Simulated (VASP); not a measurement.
# BaTe (Pm-3m) in VASP: G0W0 quasiparticle levels with PBE

Aim: the G0W0 quasiparticle levels of BaTe with PBE.

All numbers are computed with VASP 6.6.1; they aren't measurements. Logs are shortened: lines on timing, memory, paths and dates and some standing lists are left out, and cuts for length are marked.

## Step 1: The cell of the first run

The structure is cubic, space group Pm-3m (No. 221). Conventional cell: a = 4.245 Å, b = 4.245 Å, c = 4.245 Å, α = 90.00°, β = 90.00°, γ = 90.00°. Ba (site symmetry m-3m) has 8 Te at 3.68 Å and 6 Ba at 4.24 Å within 4.8 Å. Within 4.8 Å of Te (site symmetry m-3m) lie 8 Ba at 3.68 Å and 6 Te at 4.24 Å.

## Step 2: G0W0 quasiparticle levels, PBE

Input file POSCAR:

```
BaTe
1.0
    4.2448181594      0.0000000000      0.0000000000
    0.0000000000      4.2448181594      0.0000000000
    0.0000000000      0.0000000000      4.2448181594
Ba Te
1 1
Direct
    0.0000000000      0.0000000000      0.0000000000
    0.5000000000      0.5000000000      0.5000000000
```

Input file INCAR.step1:

```
ALGO = Normal
EDIFF = 1E-8
ENCUT = 500
GGA = PE
ISMEAR = 0
LASPH = T
LCHARG = F
LREAL = F
LWAVE = T
NELM = 60
PREC = Accurate
SIGMA = 0.01
```

Input file INCAR.step2:

```
ALGO = Exact
EDIFF = 1E-8
ENCUT = 500
GGA = PE
ISMEAR = 0
ISTART = 1
LASPH = T
LCHARG = F
LOPTICS = T
LREAL = F
LWAVE = T
NBANDS = 132
NELM = 1
PREC = Accurate
SIGMA = 0.01
```

Input file INCAR.step3:

```
ALGO = EVGW0
EDIFF = 1E-8
ENCUT = 500
ENCUTGW = 80.0
GGA = PE
ISMEAR = 0
ISTART = 1
LASPH = T
LCHARG = F
LREAL = F
LWAVE = F
NBANDS = 132
NBANDSGW = 16
NELMGW = 1
NOMEGA = 96
OMEGAMAX = 20
PREC = Accurate
PRECFOCK = Fast
SIGMA = 0.01
```

Input file KPOINTS:

```
k-points
0
Gamma
  4 4 4
```

Potentials or basis: VASP PAW PBE potentials, release 64 (Ba_sv_GW, Te_GW).

Command:

```bash
$ cat potpaw_PBE.64/Ba_sv_GW/POTCAR potpaw_PBE.64/Te_GW/POTCAR > POTCAR
$ cp INCAR.step1 INCAR
$ mpirun -np 1 vasp_std > vasp.out
$ cp INCAR.step2 INCAR
$ mpirun -np 1 vasp_std > vasp.out
$ cp INCAR.step3 INCAR
$ mpirun -np 1 vasp_std > vasp.out
```

OUTCAR:

```text
EDIFF = 1E-8
   ENCUT = 500
   ENCUTGW = 80.0
   GGA = PE
   ISMEAR = 0
   ISTART = 1
   LASPH = T
   LREAL = F
   NELMGW = 1
   PREC = Accurate
   PRECFOCK = Fast

 ion  position               nearest neighbor table
   1  0.000  0.000  0.000-
   2  0.500  0.500  0.500-

  LATTYP: Found a simple cubic cell.
 ALAT       =     4.2448181594

  Lattice vectors:

 A1 = (   4.2448181594,   0.0000000000,   0.0000000000)
 A2 = (   0.0000000000,   4.2448181594,   0.0000000000)
 A3 = (   0.0000000000,   0.0000000000,   4.2448181594)

Analysis of symmetry for initial positions (statically):
=====================================================================
 Subroutine PRICEL returns:
 Original cell was already a primitive cell.

 Routine SETGRP: Setting up the symmetry group for a
 simple cubic supercell.

 Subroutine GETGRP returns: Found 48 space group operations
 (whereof 48 operations were pure point group operations)
 out of a pool of 48 trial point group operations.

The static configuration has the point symmetry O_h .

Analysis of symmetry for dynamics (positions and initial velocities):
=====================================================================
 Subroutine PRICEL returns:
 Original cell was already a primitive cell.

 Routine SETGRP: Setting up the symmetry group for a
 simple cubic supercell.

 Subroutine GETGRP returns: Found 48 space group operations
 (whereof 48 operations were pure point group operations)
 out of a pool of 48 trial point group operations.

The dynamic configuration has the point symmetry O_h .

 Subroutine INISYM returns: Found 48 space group operations
 (whereof 48 operations are pure point group operations),
 and found     1 'primitive' translations

----------------------------------------------------------------------------------------

                                     Primitive cell

  volume of cell :      76.4852

  direct lattice vectors                    reciprocal lattice vectors
     4.244818159  0.000000000  0.000000000     0.235581352  0.000000000  0.000000000
     0.000000000  4.244818159  0.000000000     0.000000000  0.235581352  0.000000000
     0.000000000  0.000000000  4.244818159     0.000000000  0.000000000  0.235581352

  length of vectors
     4.244818159  4.244818159  4.244818159     0.235581352  0.235581352  0.235581352

  position of ions in fractional coordinates (direct lattice)
     0.000000000  0.000000000  0.000000000
     0.500000000  0.500000000  0.500000000

  ion indices of the primitive-cell ions
   primitive index   ion index
                 1           1
                 2           2

----------------------------------------------------------------------------------------

 KPOINTS: k-points

Automatic generation of k-mesh.
 Grid dimensions read from file:
 generate k-points for:    4    4    4

 Generating k-lattice:

  Cartesian coordinates                     Fractional coordinates (reciprocal lattice)
     0.058895338  0.000000000  0.000000000     0.250000000  0.000000000  0.000000000
     0.000000000  0.058895338  0.000000000     0.000000000  0.250000000  0.000000000
     0.000000000  0.000000000  0.058895338     0.000000000  0.000000000  0.250000000

  Length of vectors
     0.058895338  0.058895338  0.058895338

  Shift w.r.t. Gamma in fractional coordinates (k-lattice)
     0.000000000  0.000000000  0.000000000

 Subroutine IBZKPT returns following result:
 ===========================================

 Found     10 irreducible k-points:

 Following reciprocal coordinates:
            Coordinates               Weight
  0.000000  0.000000  0.000000      1.000000
  0.250000  0.000000  0.000000      6.000000
  0.500000  0.000000  0.000000      3.000000
  0.250000  0.250000  0.000000     12.000000
  0.500000  0.250000  0.000000     12.000000
  0.500000  0.500000  0.000000      3.000000
  0.250000  0.250000  0.250000      8.000000
  0.500000  0.250000  0.250000     12.000000
  0.500000  0.500000  0.250000      6.000000
  0.500000  0.500000  0.500000      1.000000
   k-points           NKPTS =     10   k-points in BZ     NKDIM =     64   number of bands    NBANDS=    132
   number of dos      NEDOS =    301   number of ions     NIONS =      2
   total plane-waves  NPLWV =  32768
   dimension x,y,z NGX =    32 NGY =   32 NGZ =   32
   dimension x,y,z NGXF=    64 NGYF=   64 NGZF=   64
   ions per type =               1   1
   NGX,Y,Z   is equivalent  to a cutoff of  12.53, 12.53, 12.53 a.u.
   NGXF,Y,Z  is equivalent  to a cutoff of  25.07, 25.07, 25.07 a.u.
 SYSTEM =  unknown system
   PREC   = accura    normal or accurate (medium, high low for compatibility)
   ISTART =      1    job   : 0-new  1-cont  2-samecut
   ICHARG =      0    charge: 1-file 2-atom 10-const
   ISPIN  =      1    spin polarized calculation?
   LNONCOLLINEAR =      F non collinear calculations
   LSORBIT =      F    spin-orbit coupling
   LASPH  =      T    aspherical Exc in radial PAW
   ENCUT  =  500.0 eV  36.75 Ry    6.06 a.u.   7.74  7.74  7.74*2*pi/ulx,y,z
   NELM   =     60;   NELMIN=  2; NELMDL=  0     # of ELM steps
   EDIFF  = 0.1E-07   stopping-criterion for ELM
   LREAL  =      F    real-space projection
   EDIFFG = 0.1E-06   stopping-criterion for IOM
   NSW    =      0    number of steps for IOM
   IBRION =     -1    ionic relax: 0-MD 1-quasi-New 2-CG
   NFREE  =      0    steps in history (QN), initial steepest desc. (CG)
   ISIF   =      0    stress and relaxation
   ISYM   =      3    0-nonsym 1-usesym 2-fastsym
   POTIM  = 0.5000    time-step for ionic-motion
   TEBEG  =    0.0;   TEEND  =   0.0 temperature during run
   PSTRESS=    0.0 pullay stress
   NELECT =      16.0000    total number of electrons
   NUPDOWN=      -1.0000    fix difference up-down
   EMIN   =  10.00;   EMAX   =-10.00  energy-range for DOS
   EFERMI =   0.00;   METHOD = LEGACY
   ISMEAR =     0;   SIGMA  =   0.01  broadening in eV -4-tet -1-fermi 0-gaus
   EFERMI_NEDOS =   21; number of points for ismear=-14 and -15
   IALGO  =     38    algorithm
   IMIX   =      4    mixing-type and parameters
     AMIX     =   0.40;   BMIX     =  1.00
     AMIX_MAG =   1.60;   BMIX_MAG =  1.00
  volume/ion in A,a.u.               =      38.24       258.07
  Fermi-wavevector in a.u.,A,eV,Ry     =   0.971827  1.836487 12.849998  0.944448
  Thomas-Fermi vector in A             =   2.102076
   LORBIT       =      0    0 simple, 1 ext, 2 COOP (PROOUT), +10 PAW based schemes
   GGA     = PE    functional components
   LHFCALC =     T    Hartree Fock is set to
   PRECFOCK=fast      Normal, Fast or Accurate (Low or Medium for compatibility)
   ENCUT4O =  -1.0   cutoff for four orbital integrals eV
   NKREDX  =     1    reduce k-point grid by
   NKREDY  =     1    reduce k-point grid by
   NKREDZ  =     1    reduce k-point grid by
   AEXX    =    1.0000 exact exchange contribution
   HFSCREEN=    0.0000 screening length (either q_TF or 0.3 A-1)
   HFSCREENC=   0.0000 screening length for correlation (either q_TF or 0.3 A-1)
   ENCUTFOCK=  -1.0 apply spherical cutoff to Coloumb kernel
   IVDW    =     0    specifies the selected vdW correction
   LEPSILON=     F    determine dielectric tensor
   LRPA    =     F    only Hartree local field effects (RPA)
   LRPAFORCE           =     F    calculate RPA forces
   ENCUTGW             =  80.0    cutoff for response function in eV
   ENCUTGWSOFT         =  64.0    soft cutoff for Coulomb kernel in GW response function in eV
   ENCUTLF             =  -1.0    cutoff for local field effects
   NELMGW              =     1    number of iterations in solving QP/BSE equation
   NELMHF              =     1    number of iterations in the inner HF iteration
   NKREDLFX            =     1    NKREDLFY  =   1   NKREDLFZ  =   1
 non-spin polarized calculation
 Gauss-broadening in eV      SIGMA  =   0.01
  energy-cutoff  :      500.00
  volume of cell :       76.49
 maximum number of plane-waves:      1956
 NGX is ok and might be reduce to    32
  NGX = 18; NGY = 18; NGZ = 18
   NGX = 15   NGY = 15   NGZ = 15
 maximum number of plane-waves:       136
 NGX is ok and might be reduce to    14

 QP shifts <psi_nk| G(iteration)W_0 |psi_nk>: iteration 1
 for sc-GW calculations column KS-energies equals QP-energies in previous step
 and V_xc(KS)=  KS-energies - (<T + V_ion + V_H > + <T+V_H+V_ion>^1  + <V_x>^1)

 k-point   1 :       0.0000    0.0000    0.0000
  band No.  KS-energies  QP-energies   sigma(KS)   V_xc(KS)     V^pw_x(r,r')   Z            occupation Imag(sigma)

      1     -22.7754     -22.8483     -15.2873     -15.1553     -24.3584       0.5517       2.0000       0.8506
      2      -7.8106      -8.7166     -15.1756     -13.8971     -18.9499       0.7086       2.0000       0.1741
      3      -7.8106      -8.7166     -15.1756     -13.8971     -18.9499       0.7086       2.0000       0.1741
      4      -7.8106      -8.7166     -15.1756     -13.8971     -18.9499       0.7086       2.0000       0.1741
      5      -5.0995      -5.4711     -11.5077     -10.9285     -17.0970       0.6415       2.0000       0.9202
      6       4.8916       4.3958     -11.1279     -10.4683     -12.5382       0.7516       2.0000       0.0542
[... 8 lines left out ...]
     15      12.1542      15.1943      -8.4112     -12.6653      -2.3007       0.7146       0.0000      -0.1644
     16      12.1542      15.1943      -8.4112     -12.6653      -2.3007       0.7146       0.0000      -0.1644

 k-point   2 :       0.2500    0.0000    0.0000
  band No.  KS-energies  QP-energies   sigma(KS)   V_xc(KS)     V^pw_x(r,r')   Z            occupation Imag(sigma)

      1     -22.7617     -22.8321     -15.2968     -15.1696     -24.3647       0.5533       2.0000       0.8493
      2      -8.1220      -8.9872     -14.6944     -13.4458     -18.7650       0.6929       2.0000       0.2578
      3      -7.7844      -8.6913     -15.2007     -13.9284     -18.9589       0.7128       2.0000       0.1677
      4      -7.7844      -8.6913     -15.2007     -13.9284     -18.9589       0.7128       2.0000       0.1677
      5      -4.7122      -5.1001     -11.9575     -11.3813     -17.2012       0.6732       2.0000       0.8288
      6       3.0002       2.4211     -10.2372      -9.4411     -11.9784       0.7274       2.0000       0.0875
[... 8 lines left out ...]
     15      10.7438      11.9050      -7.9851      -9.5464      -3.1236       0.7438       0.0000      -0.1406
     16      12.4565      15.4080      -8.8609     -13.0280      -2.8020       0.7083       0.0000      -0.1825

 k-point   3 :       0.5000    0.0000    0.0000
  band No.  KS-energies  QP-energies   sigma(KS)   V_xc(KS)     V^pw_x(r,r')   Z            occupation Imag(sigma)

      1     -22.7479     -22.8157     -15.3064     -15.1842     -24.3710       0.5550       2.0000       0.8477
      2      -8.3858      -9.2248     -14.3716     -13.1463     -18.6483       0.6847       2.0000       0.3124
      3      -7.7577      -8.6611     -15.2265     -13.9605     -18.9664       0.7136       2.0000       0.1586
      4      -7.7577      -8.6611     -15.2265     -13.9605     -18.9664       0.7136       2.0000       0.1586
      5      -4.3279      -4.7080     -12.3004     -11.7590     -17.2792       0.7019       2.0000       0.7576
      6       1.8857       1.2420      -9.9803      -9.0700     -12.2641       0.7071       2.0000       0.1472
[... 8 lines left out ...]
     15      10.8631      11.4836      -9.9527     -10.8235      -5.3483       0.7125       0.0000      -0.1534
     16      11.5115      13.3509      -8.3406     -10.8378      -3.1361       0.7366       0.0000      -0.1578

 k-point   4 :       0.2500    0.2500    0.0000
  band No.  KS-energies  QP-energies   sigma(KS)   V_xc(KS)     V^pw_x(r,r')   Z            occupation Imag(sigma)

      1     -22.7484     -22.8175     -15.3080     -15.1834     -24.3707       0.5550       2.0000       0.8478
      2      -8.0988      -8.9653     -14.7119     -13.4700     -18.7729       0.6977       2.0000       0.2537
      3      -7.9961      -8.9166     -14.9898     -13.6881     -18.8252       0.7071       2.0000       0.1949
      4      -7.7617      -8.6679     -15.2236     -13.9549     -18.9698       0.7144       2.0000       0.1635
      5      -4.5598      -4.9282     -12.0306     -11.4829     -17.2182       0.6726       2.0000       0.8056
      6       2.9994       2.4106     -10.2490      -9.4364     -12.0335       0.7246       2.0000       0.0900
[... 8 lines left out ...]
     15      11.7889      13.1918      -8.6308     -10.5290      -3.5760       0.7390       0.0000      -0.1941
     16      12.0872      14.7482      -8.3939     -12.0923      -2.5413       0.7195       0.0000      -0.1668
[... 64 lines left out ...]
      1     -22.7223     -22.7907     -15.3326     -15.2100     -24.3826       0.5577       2.0000       0.8430
      2      -8.2092      -9.1089     -14.7113     -13.4256     -18.7010       0.6998       2.0000       0.2325
      3      -7.9546      -8.8730     -15.0281     -13.7323     -18.8450       0.7087       2.0000       0.1899
      4      -7.9272      -8.8340     -15.0568     -13.7783     -18.8342       0.7093       2.0000       0.1620
      5      -4.3881      -4.7384     -11.9467     -11.4340     -17.1542       0.6832       2.0000       0.8185
      6       2.6588       2.0338     -10.4577      -9.5907     -12.5235       0.7209       2.0000       0.1029
[... 8 lines left out ...]
     15      12.0447      14.3778      -8.4522     -11.6772      -2.8261       0.7234       0.0000      -0.1611
     16      12.1654      13.3775      -9.3229     -10.9917      -4.0342       0.7263       0.0000      -0.2682

 k-point   9 :       0.5000    0.5000    0.2500
  band No.  KS-energies  QP-energies   sigma(KS)   V_xc(KS)     V^pw_x(r,r')   Z            occupation Imag(sigma)

      1     -22.7096     -22.7785     -15.3463     -15.2229     -24.3886       0.5581       2.0000       0.8397
      2      -8.1312      -9.0493     -14.8625     -13.5565     -18.7226       0.7030       2.0000       0.1923
      3      -8.1312      -9.0493     -14.8625     -13.5565     -18.7226       0.7030       2.0000       0.1923
      4      -7.9089      -8.8169     -15.0751     -13.7982     -18.8452       0.7111       2.0000       0.1614
      5      -4.3552      -4.7069     -11.8340     -11.3301     -17.0977       0.6981       2.0000       0.8514
      6       2.7612       2.1436     -10.4871      -9.6319     -12.5164       0.7222       2.0000       0.0986
[... 8 lines left out ...]
     15      11.9506      14.1325      -8.6345     -11.6625      -2.8880       0.7206       0.0000      -0.2217
     16      12.2840      12.9689      -9.4266     -10.3691      -4.4329       0.7267       0.0000      -0.2954

 k-point  10 :       0.5000    0.5000    0.5000
  band No.  KS-energies  QP-energies   sigma(KS)   V_xc(KS)     V^pw_x(r,r')   Z            occupation Imag(sigma)

      1     -22.6973     -22.7671     -15.3605     -15.2353     -24.3947       0.5577       2.0000       0.8356
      2      -8.0882      -8.9963     -14.9041     -13.6152     -18.7218       0.7045       2.0000       0.1659
      3      -8.0882      -8.9963     -14.9041     -13.6152     -18.7218       0.7045       2.0000       0.1659
      4      -8.0882      -8.9963     -14.9041     -13.6152     -18.7218       0.7045       2.0000       0.1659
      5      -4.1516      -4.4810     -11.9367     -11.4721     -17.1147       0.7091       2.0000       0.8343
      6       2.3623       1.7345     -10.2466      -9.3651     -12.3982       0.7122       2.0000       0.1187
[... 8 lines left out ...]
     15      11.7126      12.5422     -10.0783     -11.2204      -4.9816       0.7263       0.0000      -0.3176
     16      11.7126      12.5422     -10.0783     -11.2204      -4.9816       0.7263       0.0000      -0.3176
```

Wall time 5.2 min (1 thread of AMD EPYC 9R45 (Zen 5), shared host); peak memory 1.1 GiB.

Results:

| Item | Value |
| --- | --- |
| Quasiparticle gap | 1.51 eV |
| Least direct quasiparticle gap | 1.72 eV |
| Band gap of the starting levels on the mesh | 0.84 eV |
| Least direct gap of the starting levels on the mesh | 1.05 eV |

Caveat: the k points lie up to 0.37 Å⁻¹ apart; bands, screening cutoff and mesh are small and nothing is extrapolated, so the quasiparticle values aren't converged; the structure was generated, so it needn't be the stable form of BaTe; spin-orbit coupling is left out, which moves the levels of the heavy elements.
